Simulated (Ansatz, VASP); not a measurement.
One calculation of NaF, two programs

```
Na F
1.0
     0.00000    2.35028    2.35028
     2.35028    0.00000    2.35028
     2.35028    2.35028    0.00000
Na F
1 1
Cartesian
  0.0000 0.0000 0.0000
  2.3503 2.3503 2.3503
```

Alike in both runs: functional PBE; k mesh 8 × 8 × 8; occupations gaussian, width 0.02 eV; no spin polarisation.

Ansatz relaxed the structure, and its values are those at the end. VASP's run is a single point on that final structure, the one shown.

|  | VASP | Ansatz |
| --- | --- | --- |
| version | VASP 6.6.1 | Ansatz 0.2.0 |
| potentials or method | VASP PAW PBE potentials, release 64 (Na_pv, F), cutoff 520 eV | scalar-relativistic, plane waves, PAW |
| valence electrons in the cell | 14 | 16 |

Ansatz gave:

```
gap on the k mesh at the Fermi level (eV) : 6.09
least direct gap on the mesh (eV)         : 6.09
pressure (GPa)                            : 0.0
```

Question: Which values does VASP return?

Answer: gap on the k mesh at the Fermi level (eV): 6.07; least direct gap on the mesh (eV): 6.07; pressure (GPa): -0.1.

With one functional, cell and mesh, what is left measures potentials, basis and numerics. VASP's potentials hold 14 valence electrons a cell and Ansatz's 16, so a difference there can come from the potentials and not from the codes.
